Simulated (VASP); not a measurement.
# BAs (F-43m) in VASP: a series of runs, part 2 of 3

VASP 6.6.1. The steps go on from the part before.

**3. Vibrations by perturbation theory, PBE**

This run uses another cell than the first one, of 12.86 Å³/atom, 1.172 times its volume.

The input, INCAR:

```
SYSTEM = BAs
PREC = Accurate
ENCUT = 520
EDIFF = 1E-8
ISMEAR = 0
SIGMA = 0.01
LREAL = .FALSE.
LASPH = .TRUE.
NELM = 60
ALGO = Normal
ISIF = 2
LWAVE = .FALSE.
LCHARG = .TRUE.
GGA = PE
NBANDS = 11
IBRION = 8
NSW = 1
LEPSILON = .TRUE.
```

The input, KPOINTS:

```
Automatic mesh
0
G
  10 10 10
  0 0 0
```

The input, POSCAR:

```
BAs
1.0
    0.0000000000      2.3430591929      2.3430591929
    2.3430591929      0.0000000000      2.3430591929
    2.3430591929      2.3430591929      0.0000000000
B As
1 1
Direct
    0.0000000000      0.0000000000      0.0000000000
    0.7500000000      0.7500000000      0.7500000000
```

Potentials or basis: VASP PAW PBE potentials, release 64 (B, As).

The run is started by

```console
> cat potpaw_PBE.64/B/POTCAR potpaw_PBE.64/As/POTCAR > POTCAR
> mpirun -np 1 vasp_std > vasp.out
```

OUTCAR:

```text
SYSTEM = BAs
   PREC = Accurate
   ENCUT = 520
   EDIFF = 1E-8
   ISMEAR = 0
   LREAL = .FALSE.
   LASPH = .TRUE.
   NELM = 60
   ISIF = 2
   GGA = PE
   IBRION = 8
   NSW = 1
   LEPSILON = .TRUE.

 ion  position               nearest neighbor table
   1  0.000  0.000  0.000-   2 2.03   2 2.03   2 2.03   2 2.03
   2  0.750  0.750  0.750-   1 2.03   1 2.03   1 2.03   1 2.03

  LATTYP: Found a face centered cubic cell.
 ALAT       =     4.6861183858

  Lattice vectors:

 A1 = (   0.0000000000,   2.3430591929,   2.3430591929)
 A2 = (   2.3430591929,   0.0000000000,   2.3430591929)
 A3 = (   2.3430591929,   2.3430591929,   0.0000000000)

Analysis of symmetry for initial positions (statically):
=====================================================================
 Subroutine PRICEL returns:
 Original cell was already a primitive cell.

 Routine SETGRP: Setting up the symmetry group for a
 face centered cubic supercell.

 Subroutine GETGRP returns: Found 24 space group operations
 (whereof 24 operations were pure point group operations)
 out of a pool of 48 trial point group operations.

The static configuration has the point symmetry T_d .

Analysis of symmetry for dynamics (positions and initial velocities):
=====================================================================
 Subroutine PRICEL returns:
 Original cell was already a primitive cell.

 Routine SETGRP: Setting up the symmetry group for a
 face centered cubic supercell.

 Subroutine GETGRP returns: Found 24 space group operations
 (whereof 24 operations were pure point group operations)
 out of a pool of 48 trial point group operations.

The dynamic configuration has the point symmetry T_d .

 Subroutine INISYM returns: Found 24 space group operations
 (whereof 24 operations are pure point group operations),
 and found     1 'primitive' translations

----------------------------------------------------------------------------------------

                                     Primitive cell

  volume of cell :      25.7264

  direct lattice vectors                    reciprocal lattice vectors
     0.000000000  2.343059193  2.343059193    -0.213396231  0.213396231  0.213396231
     2.343059193  0.000000000  2.343059193     0.213396231 -0.213396231  0.213396231
     2.343059193  2.343059193  0.000000000     0.213396231  0.213396231 -0.213396231

  length of vectors
     3.313586088  3.313586088  3.313586088     0.369613114  0.369613114  0.369613114

  position of ions in fractional coordinates (direct lattice)
     0.000000000  0.000000000  0.000000000
     0.750000000  0.750000000  0.750000000
[... 526 lines left out ...]
 -----------------------------------------------------------------------------
    -0.00029 -0.17192  0.00000
    -0.17192 -0.00029  0.00000
     0.00000  0.00000  0.00002

--------------------------------------- Ionic step        4  -------------------------------------------

------------------------ aborting loop because EDIFF is reached ----------------------------------------

[... ionic steps 5 to 6 ...]

--------------------------------------- Ionic step        7  -------------------------------------------

 Free energy of the ion-electron system (eV)
  ---------------------------------------------------
  ---------------------------------------------------
  free energy    TOTEN  =        -0.03631149 eV

  energy without entropy =       -0.03631149

------------------------ aborting loop because EDIFF is reached ----------------------------------------

 INTERNAL STRAIN TENSOR  FOR ION    2  DIRECTION 1   (eV/Angst):
 -----------------------------------------------------------------------------
    -0.00890  0.00000  0.00000
     0.00000  0.00673  9.78790
     0.00000  9.78790  0.00673

 MACROSCOPIC STATIC DIELECTRIC TENSOR (including local field effects in DFT)
 ------------------------------------------------------
           9.654802     0.000000    -0.000000
           0.000000     9.654802    -0.000000
          -0.000000     0.000000     9.654802
 ------------------------------------------------------

 PIEZOELECTRIC TENSOR (including local field effects)  for field in x, y, z        (e  Angst)
          XX          YY          ZZ          XY          YZ          ZX
  --------------------------------------------------------------------------------
  x     0.00000    -0.00000    -0.00000     0.00000    -0.27075     0.00000
  y     0.00000    -0.00000     0.00000     0.00000     0.00000    -0.27075
  z     0.00000     0.00000     0.00000    -0.27075     0.00000     0.00000

 PIEZOELECTRIC TENSOR (including local field effects)  for field in x, y, z        (C/m^2)
          XX          YY          ZZ          XY          YZ          ZX
  --------------------------------------------------------------------------------
  x     0.00000    -0.00000    -0.00000     0.00000    -0.16862     0.00000
  y     0.00000    -0.00000     0.00000     0.00000     0.00000    -0.16862
  z     0.00000     0.00000     0.00000    -0.16862     0.00000     0.00000

 BORN EFFECTIVE CHARGES (including local field effects) (in |e|, cummulative output)
 ---------------------------------------------------------------------------------
 ion    1
    1    -0.70092     0.00000    -0.00000
    2    -0.00000    -0.70092     0.00000
    3    -0.00000    -0.00000    -0.70092
 ion    2
    1     0.70092    -0.00000     0.00000
    2     0.00000     0.70092    -0.00000
    3     0.00000     0.00000     0.70092

 INTERNAL STRAIN TENSOR FOR ION    2 for displacements in x,y,z  (eV/Angst):
          X           Y           Z          XY          YZ          ZX
  --------------------------------------------------------------------------------
  x     0.00000     0.00000     0.00000     0.00000     9.78790     0.00000
  y     0.00000     0.00000     0.00000     0.00000     0.00000     9.78790
  z     0.00000     0.00000     0.00000     9.78790     0.00000     0.00000

 SECOND DERIVATIVES (NOT SYMMETRIZED)
 ------------------------------------
               1X          1Y          1Z          2X          2Y          2Z
  1X   -18.883662    0.000000    0.000000   18.883662    0.000000    0.000000
  1Y     0.000000  -18.883662    0.000000    0.000000   18.883662    0.000000
  1Z     0.000000    0.000000  -18.883662    0.000000    0.000000   18.883662
  2X    18.879760    0.000000    0.000000  -18.879760    0.000000    0.000000
  2Y     0.000000   18.879760    0.000000    0.000000  -18.879760    0.000000
  2Z     0.000000    0.000000   18.879760    0.000000    0.000000  -18.879760

 Eigenvectors and eigenvalues of the dynamical matrix
 ----------------------------------------------------

   1 f  =   22.101644 THz   138.868724 2PiTHz  737.231484 cm-1    91.405013 meV
             X         Y         Z           dx          dy          dz
      0.000000  0.000000  0.000000     0.000000    0.934838    0.000000
      3.514589  3.514589  3.514589     0.000000   -0.355075    0.000000
[... 21 lines left out ...]
   6 f/i=    0.000758 THz     0.004764 2PiTHz    0.025291 cm-1     0.003136 meV
             X         Y         Z           dx          dy          dz
      0.000000  0.000000  0.000000     0.000000    0.000000   -0.355075
      3.514589  3.514589  3.514589     0.000000    0.000000   -0.934838

--------------------------------------------------------------------------------------------------------

 MACROSCOPIC STATIC DIELECTRIC TENSOR IONIC CONTRIBUTION
 ------------------------------------------------------
           0.183015     0.000000     0.000000
           0.000000     0.183015     0.000000
           0.000000     0.000000     0.183015
 ------------------------------------------------------

 ELASTIC MODULI CONTR FROM IONIC RELAXATION (kBar)
 Direction    XX          YY          ZZ          XY          YZ          ZX
 --------------------------------------------------------------------------------
 XX          -0.0000      0.0000      0.0000      0.0000     -0.0000      0.0000
 YY           0.0000     -0.0000      0.0000      0.0000      0.0000     -0.0000
 ZZ           0.0000      0.0000     -0.0000     -0.0000      0.0000      0.0000
 XY           0.0000      0.0000     -0.0000   -328.7398      0.0000      0.0000
 YZ          -0.0000      0.0000      0.0000      0.0000   -328.7398      0.0000
 ZX           0.0000     -0.0000      0.0000      0.0000      0.0000   -328.7398
 --------------------------------------------------------------------------------

 PIEZOELECTRIC TENSOR IONIC CONTR  for field in x, y, z        (C/m^2)
          XX          YY          ZZ          XY          YZ          ZX
  --------------------------------------------------------------------------------
  x     0.00000    -0.00000    -0.00000     0.00000     0.23080    -0.00000
  y    -0.00000     0.00000    -0.00000    -0.00000     0.00000     0.23080
  z    -0.00000    -0.00000     0.00000     0.23080     0.00000     0.00000
```

stdout:

```text
POSCAR found type information on POSCAR B As
 POSCAR found :  2 types and       2 ions
 scaLAPACK will be used
 LDA part: xc-table for (Slater+PW92), standard interpolation
 POSCAR, INCAR and KPOINTS ok, starting setup
 FFT: planning ... GRIDC
 FFT: planning ... GRID_SOFT
 FFT: planning ... GRID
 WAVECAR not read
 entering main loop
[... 24 lines left out ...]
 dielectric tensor                  component  3 :     1.732     2.134     9.655
 Linear response DOF=           2
 Linear response progress:
 first order change of Fermi-energy  -0.36134E+00
 force on displaced ion       1 direction 1 : -18.884   0.000   0.000
 Born effective charge ion    1 direction 1 :  -0.714   0.000   0.000
 Linear response progress:
 first order change of Fermi-energy   0.36150E+00
 force on displaced ion       2 direction 1 : -18.880   0.000   0.000
 Born effective charge ion    2 direction 1 :   0.692   0.000   0.000
 Born effective charges drift removed
 Linear response finished
```

Run time: 4 min. Hardware: 1 thread of AMD EPYC 9R45 (Zen 5), shared host; peak memory 0.24 GiB.

Results:

- Electronic dielectric tensor (diagonal): 9.65
- Born charges (mean of the diagonal): B -0.70; As +0.70 e
- Highest phonon frequency at Γ, LO-TO splitting left out: 737 cm⁻¹

Phonon frequencies in cm⁻¹ (negative: imaginary):
| q point | frequencies |
| --- | --- |
| (0.000, 0.000, 0.000) | 0 0 0 737 737 737 |

Electronic dielectric tensor:
```
9.65 0.00 0.00
0.00 9.65 0.00
0.00 0.00 9.65
```

Born effective charge tensors (e):
atom 1, B
```
-0.70  0.00  0.00
 0.00 -0.70  0.00
 0.00  0.00 -0.70
```
atom 2, As
```
0.70 0.00 0.00
0.00 0.70 0.00
0.00 0.00 0.70
```

Caveat: the cell wasn't relaxed at this level first, which shifts response properties.

**4. Vibrations by perturbation theory, PBE**

This run uses another cell than the first one, of 11.81 Å³/atom, 1.075 times its volume.

The input, INCAR:

```
SYSTEM = BAs
  PREC = Accurate
  ENCUT = 520
  EDIFF = 1E-8
  ISMEAR = 0
  SIGMA = 0.01
  LREAL = .FALSE.
  LASPH = .TRUE.
  NELM = 60
  ALGO = Normal
  ISIF = 2
  LWAVE = .FALSE.
  LCHARG = .TRUE.
  GGA = PE
  IBRION = 8
  NSW = 1
  LEPSILON = .TRUE.
```

The input, KPOINTS:

```
regular mesh
0
G
  10 10 10
  0 0 0
```

The input, POSCAR:

```
BAs
1.0
    0.0000000000      2.2769802244      2.2769802244
    2.2769802244      0.0000000000      2.2769802244
    2.2769802244      2.2769802244      0.0000000000
B As
1 1
Direct
    0.0000000000      0.0000000000      0.0000000000
    0.7500000000      0.7500000000      0.7500000000
```

Potentials or basis: VASP PAW PBE potentials, release 64 (B, As).

The run is started by

```console
> cat potpaw_PBE.64/B/POTCAR potpaw_PBE.64/As/POTCAR > POTCAR
> mpirun -np 1 vasp_std > vasp.out
```

OUTCAR:

```text
SYSTEM = BAs
   PREC = Accurate
   ENCUT = 520
   EDIFF = 1E-8
   ISMEAR = 0
   LREAL = .FALSE.
   LASPH = .TRUE.
   NELM = 60
   ISIF = 2
   GGA = PE
   IBRION = 8
   NSW = 1
   LEPSILON = .TRUE.

 ion  position               nearest neighbor table
   1  0.000  0.000  0.000-   2 1.97   2 1.97   2 1.97   2 1.97
   2  0.750  0.750  0.750-   1 1.97   1 1.97   1 1.97   1 1.97

  LATTYP: Found a face centered cubic cell.
[... 593 lines left out ...]
      3.415470  3.415470  3.415470    -0.355067    0.000000    0.000000
[... 21 lines left out ...]
   6 f/i=    0.001016 THz     0.006386 2PiTHz    0.033902 cm-1     0.004203 meV
             X         Y         Z           dx          dy          dz
      0.000000  0.000000  0.000000     0.251070    0.000000    0.251070
      3.415470  3.415470  3.415470     0.661032   -0.000000    0.661032

--------------------------------------------------------------------------------------------------------

 MACROSCOPIC STATIC DIELECTRIC TENSOR IONIC CONTRIBUTION
 ------------------------------------------------------
           0.312465    -0.000000     0.000000
          -0.000000     0.312465     0.000000
           0.000000     0.000000     0.312465
 ------------------------------------------------------

 ELASTIC MODULI CONTR FROM IONIC RELAXATION (kBar)
 Direction    XX          YY          ZZ          XY          YZ          ZX
 --------------------------------------------------------------------------------
 XX          -0.0000     -0.0000      0.0000     -0.0000      0.0000     -0.0000
 YY          -0.0000     -0.0000     -0.0000     -0.0000     -0.0000     -0.0000
 ZZ           0.0000     -0.0000     -0.0000      0.0000     -0.0000     -0.0000
 XY          -0.0000     -0.0000      0.0000   -633.8367     -0.0000     -0.0000
 YZ           0.0000     -0.0000     -0.0000     -0.0000   -633.8367     -0.0000
 ZX          -0.0000     -0.0000     -0.0000     -0.0000     -0.0000   -633.8367
 --------------------------------------------------------------------------------

 PIEZOELECTRIC TENSOR IONIC CONTR  for field in x, y, z        (C/m^2)
          XX          YY          ZZ          XY          YZ          ZX
  --------------------------------------------------------------------------------
  x    -0.00000     0.00000     0.00000     0.00000     0.41876     0.00000
  y     0.00000     0.00000     0.00000     0.00000     0.00000     0.41876
  z     0.00000     0.00000    -0.00000     0.41876     0.00000     0.00000
```

Run time: 2.9 min. Hardware: 1 thread of AMD EPYC 9R45 (Zen 5), shared host; peak memory 0.19 GiB.

What came out:

| Quantity | Value |
| --- | --- |
| Electronic dielectric tensor (diagonal) | 9.42 |
| Born charges (mean of the diagonal) | B -0.96; As +0.96 e |
| Highest phonon frequency at Γ, LO-TO splitting left out | 803 cm⁻¹ |

Phonon frequencies in cm⁻¹ (negative: imaginary):
```
              q point        frequencies
(0.000, 0.000, 0.000)  0 0 0 803 803 803
```

Electronic dielectric tensor:
```
9.42 0.00 0.00
0.00 9.42 0.00
0.00 0.00 9.42
```

Born effective charge tensors (e):
atom 1, B
```
-0.96  0.00  0.00
 0.00 -0.96  0.00
 0.00  0.00 -0.96
```
atom 2, As
```
0.96 0.00 0.00
0.00 0.96 0.00
0.00 0.00 0.96
```

Caveat: the cell wasn't relaxed at this level first, which shifts response properties.

**5. Density of states, PBE**

This run uses another cell than the first one, of 13.90 Å³/atom, 1.266 times its volume.

The input, POSCAR:

```
BAs
1.0
    0.0000000000      2.4044111665      2.4044111665
    2.4044111665      0.0000000000      2.4044111665
    2.4044111665      2.4044111665      0.0000000000
B As
1 1
Direct
    0.0000000000      0.0000000000      0.0000000000
    0.2500000000      0.2500000000      0.2500000000
```

The input, INCAR.step1:

```
SYSTEM = BAs
  PREC = Accurate
  ENCUT = 520
  EDIFF = 1E-6
  ISMEAR = 0
  SIGMA = 0.02
  LREAL = .FALSE.
  LASPH = .TRUE.
  NELM = 80
  ALGO = Normal
  ISIF = 2
  LWAVE = .FALSE.
  LCHARG = .TRUE.
  GGA = PE
  NBANDS = 11
```

The input, KPOINTS.step1:

```
regular mesh
0
G
  10 10 10
  0 0 0
```

The input, INCAR.step2:

```
SYSTEM = BAs
  PREC = Accurate
  ENCUT = 520
  EDIFF = 1E-6
  ISMEAR = -5
  SIGMA = 0.02
  LREAL = .FALSE.
  LASPH = .TRUE.
  NELM = 80
  ALGO = Normal
  ISIF = 2
  LWAVE = .FALSE.
  LCHARG = .FALSE.
  GGA = PE
  LORBIT = 11
  NBANDS = 11
  NEDOS = 1001
  ICHARG = 11
```

The input, KPOINTS.step2:

```
regular mesh
0
G
  15 15 15
  0 0 0
```

The run is started by

```console
> cat potpaw_PBE.64/B/POTCAR potpaw_PBE.64/As/POTCAR > POTCAR
> cp INCAR.step1 INCAR
> cp KPOINTS.step1 KPOINTS
> mpirun -np 1 vasp_std > vasp.out
> cp INCAR.step2 INCAR
> cp KPOINTS.step2 KPOINTS
> mpirun -np 1 vasp_std > vasp.out
```

It took 30 s on 1 thread of Intel Xeon 6975P-C (Granite Rapids), shared host; peak memory 0.17 GiB.

Results (log left out):

| Quantity | Value |
| --- | --- |
| Valence electrons inside the program's atomic spheres | B 1.82; As 2.90 |

Levels at points of the mesh, in eV from the valence-band top:
```csv
k point,band 1,band 2,band 3,band 4,band 5,band 6,band 7,band 8
"(0.00, 0.00, 0.00)",-15.22,0.00,0.00,0.00,3.25,3.25,3.25,4.43
```

(Part 2 of 3 ends here.)
